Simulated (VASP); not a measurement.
Si2W: single point with PBEsol

Crystal: Si2W.

```
CELL_PARAMETERS angstrom
3.34661 0.00000 0.00000
0.00000 3.34661 0.00000
0.00000 0.00000 7.60471
ATOMIC_POSITIONS crystal
Si 0.00000 0.00000 0.33510
Si 0.50000 0.50000 0.16490
Si 0.50000 0.50000 0.83510
Si 0.00000 0.00000 0.66490
W 0.00000 0.00000 0.00000
W 0.50000 0.50000 0.50000
```

This cell differs from its parent crystal: biaxial strain in the a-b plane: +4.5 %.

```
Program             : VASP 6.6.1
Task                : single point
Functional          : PBEsol
Potentials or basis : VASP PAW PBE potentials, release 64 (Si, W_sv)
Cutoff              : 520 eV
k mesh              : 12 × 12 × 6
Occupations         : gaussian, width 0.1 eV
Spin                : no spin polarisation
```

* Pressure: -9.8 GPa
* Largest force: 0.012 eV/Å
* Band gap on the k mesh: zero (bands 22 and 23 overlap by 0.75 eV)

Forces on the atoms (eV/Å):
```
Si   0.000  0.000  0.012
Si   0.000  0.000 -0.012
Si   0.000  0.000  0.012
Si   0.000  0.000 -0.012
W    0.000  0.000  0.000
W    0.000  0.000  0.000
```

Stress tensor (GPa, compression positive):
```
-18.75   0.00   0.00
  0.00 -18.75   0.00
  0.00   0.00   8.24
```

Levels at points of the mesh, in eV from the Fermi level:
```tsv
k point	band 20	band 21	band 22	band 23	band 24	band 25
(0.00, 0.00, 0.00)	-1.09	-0.22	-0.22	0.36	0.59	2.30
(0.50, 0.00, 0.00)	-1.62	-0.76	-0.76	2.11	2.11	2.88
(0.50, 0.50, 0.00)	-2.42	-1.67	-1.67	2.53	2.53	2.63
(0.00, 0.00, 0.50)	-1.74	0.47	0.47	1.44	1.44	1.46
(0.50, 0.00, 0.50)	-2.31	-0.40	-0.40	2.24	2.24	2.54
(0.50, 0.50, 0.50)	-1.99	-1.99	-1.99	0.54	0.54	2.53
```

It took 3.6 min on 1 thread of Intel(R) Xeon(R) Platinum 8488C (Sapphire Rapids), on a shared host, peak memory 0.37 GiB.

Caveat: the cell differs from its parent crystal (biaxial strain in the a-b plane: +4.5 %); the stress differs along the axes, from -19 to 8 GPa; the PAW data sets were made with another functional, which shifts forces and pressure a little; spin-orbit coupling is left out, which moves the levels of the heavy elements.
